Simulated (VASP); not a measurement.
Input of a VASP 6.6.1 run:

Contents of INCAR:

```
SYSTEM = CdSe
  PREC = Accurate
  ENCUT = 500
  EDIFF = 1E-6
  ISMEAR = -1
  SIGMA = 0.02
  LREAL = .False.
  LASPH = .True.
  NELM = 120
  ALGO = Normal
  ISIF = 2
  LWAVE = .False.
  LCHARG = .False.
  GGA = PS
  NBANDS = 16
  GGA_COMPAT = .False.
```

The input KPOINTS:

```
regular mesh
0
Gamma
  6 6 6
  0 0 0
```

Contents of POSCAR:

```
CdSe
1.0
    0.0000000000      2.8429458735      2.8429458735
    2.8429458735      0.0000000000      2.8429458735
    2.8429458735      2.8429458735      0.0000000000
Cd Se
1 1
Direct
    0.0000000000      0.0000000000      0.0000000000
    0.5000000000      0.5000000000      0.5000000000
```

Potentials or basis: VASP PAW PBE potentials, release 64 (Cd, Se).

Command:

```bash
$ cat potpaw_PBE.64/Cd/POTCAR potpaw_PBE.64/Se/POTCAR > POTCAR
$ mpirun -np 1 vasp_std > vasp.out
```

Task: What does it give for the pressure?

Result: -1.6 GPa.

Task: What does it give for the band gap on the k mesh?

Result: Zero (bands 9 and 10 overlap by 0.51 eV).

Caveat: semilocal functionals underestimate gaps, so a narrow gap can read as zero; the PAW data sets were made with another functional, which shifts forces and pressure a little.
